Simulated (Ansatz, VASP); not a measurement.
ZnS in VASP and in Ansatz

The input INCAR:

```
SYSTEM = ZnS
PREC = Accurate
ENCUT = 520
EDIFF = 1E-8
ISMEAR = 0
SIGMA = 0.01
LREAL = Auto
LASPH = .TRUE.
NELM = 80
ALGO = Normal
ISIF = 2
LWAVE = .FALSE.
LCHARG = .FALSE.
GGA = PE
LEFG = .TRUE.
NBANDS = 126
```

File KPOINTS:

```
Automatic mesh
0
G
  4 4 2
  0 0 0
```

Contents of POSCAR:

```
ZnS
1.0
    5.7134250922      3.2986475150      0.0000000000
   -5.7134250922      3.2986475150      0.0000000000
    0.0000000000      0.0000000000     12.4525986900
Zn S
12 12
Direct
    0.3333333333      0.0000000000      0.7499255000
    0.6666666667      0.6666666667      0.7499255000
    0.0000000000      0.3333333333      0.7499255000
    0.3333333333      0.3333333333      0.2499255000
    0.6666666667      0.0000000000      0.2499255000
    0.0000000000      0.6666666667      0.2499255000
    0.0000000000      0.0000000000      0.5000013000
    0.3333333333      0.6666666667      0.5000013000
    0.6666666667      0.3333333333      0.5000013000
    0.0000000000      0.0000000000      0.0000013000
    0.3333333333      0.6666666667      0.0000013000
    0.6666666667      0.3333333333      0.0000013000
    0.3333333333      0.0000000000      0.9377315200
    0.6666666667      0.6666666667      0.9377315200
    0.0000000000      0.3333333333      0.9377315200
    0.3333333333      0.3333333333      0.4377315200
    0.6666666667      0.0000000000      0.4377315200
    0.0000000000      0.6666666667      0.4377315200
    0.0000000000      0.0000000000      0.6873406800
    0.3333333333      0.6666666667      0.6873406800
    0.6666666667      0.3333333333      0.6873406800
    0.0000000000      0.0000000000      0.1873406800
    0.3333333333      0.6666666667      0.1873406800
    0.6666666667      0.3333333333      0.1873406800
```

Input for Ansatz:

```yaml
crystal:
  lattice:
    - [5.7134250922, 3.298647515, 0.0]
    - [-5.7134250922, 3.298647515, 0.0]
    - [0.0, 0.0, 12.45259869]
  atoms:
    - { symbol: Zn, position: [0.3333333333, 0.0, 0.7499255] }
    - { symbol: Zn, position: [0.6666666667, 0.6666666667, 0.7499255] }
    - { symbol: Zn, position: [0.0, 0.3333333333, 0.7499255] }
    - { symbol: Zn, position: [0.3333333333, 0.3333333333, 0.2499255] }
    - { symbol: Zn, position: [0.6666666667, 0.0, 0.2499255] }
    - { symbol: Zn, position: [0.0, 0.6666666667, 0.2499255] }
    - { symbol: Zn, position: [0.0, 0.0, 0.5000013] }
    - { symbol: Zn, position: [0.3333333333, 0.6666666667, 0.5000013] }
    - { symbol: Zn, position: [0.6666666667, 0.3333333333, 0.5000013] }
    - { symbol: Zn, position: [0.0, 0.0, 1.3e-06] }
    - { symbol: Zn, position: [0.3333333333, 0.6666666667, 1.3e-06] }
    - { symbol: Zn, position: [0.6666666667, 0.3333333333, 1.3e-06] }
    - { symbol: S, position: [0.3333333333, 0.0, 0.93773152] }
    - { symbol: S, position: [0.6666666667, 0.6666666667, 0.93773152] }
    - { symbol: S, position: [0.0, 0.3333333333, 0.93773152] }
    - { symbol: S, position: [0.3333333333, 0.3333333333, 0.43773152] }
    - { symbol: S, position: [0.6666666667, 0.0, 0.43773152] }
    - { symbol: S, position: [0.0, 0.6666666667, 0.43773152] }
    - { symbol: S, position: [0.0, 0.0, 0.68734068] }
    - { symbol: S, position: [0.3333333333, 0.6666666667, 0.68734068] }
    - { symbol: S, position: [0.6666666667, 0.3333333333, 0.68734068] }
    - { symbol: S, position: [0.0, 0.0, 0.18734068] }
    - { symbol: S, position: [0.3333333333, 0.6666666667, 0.18734068] }
    - { symbol: S, position: [0.6666666667, 0.3333333333, 0.18734068] }
kpoints:
  mp_grid: { grid: [4, 4, 2] }
scf:
  occupations: { method: fixed }
hamiltonian:
  xc: pbe
  pseudopotentials: { kind: paw }
output:
  forces: true
  efg:
    quadrupole_moments_barn: { Zn: 0.122, S: -0.0694 }
    contact_densities: true
  core_levels:
    shells: { S: "2p", Zn: "2p" }
    counted_from: valence_top
    eps_inf: [5.848, 5.848, 5.924]
```

Alike in both runs: task electric field gradients; functional PBE; k mesh 4 × 4 × 2; no spin polarisation.

|  | VASP | Ansatz |
| --- | --- | --- |
| version | VASP 6.6.1 | Ansatz 0.2.0 |
| potentials or method | VASP PAW PBE potentials, release 64 (Zn, S) | plane-wave PAW, scalar-relativistic |
| plane-wave cutoff (eV) | 520 | 420 |
| occupations | gaussian, width 0.01 eV | fixed |
| valence electrons in the cell | 216 | 216 |

|  | VASP | Ansatz | Ansatz less VASP |
| --- | --- | --- | --- |
| gap on the k mesh at the Fermi level (eV) | 2.19 | 2.19 | -0.006 |
| rms of the force components (eV/Å) | 0.007 | 0.006 | -0.0006 |
| size of Vzz on the site where it differs most (V/Å²) | 0.0 | 0.1 | +0.11 |

Atom by atom the forces differ by 0.001 eV/Å (rms over components).
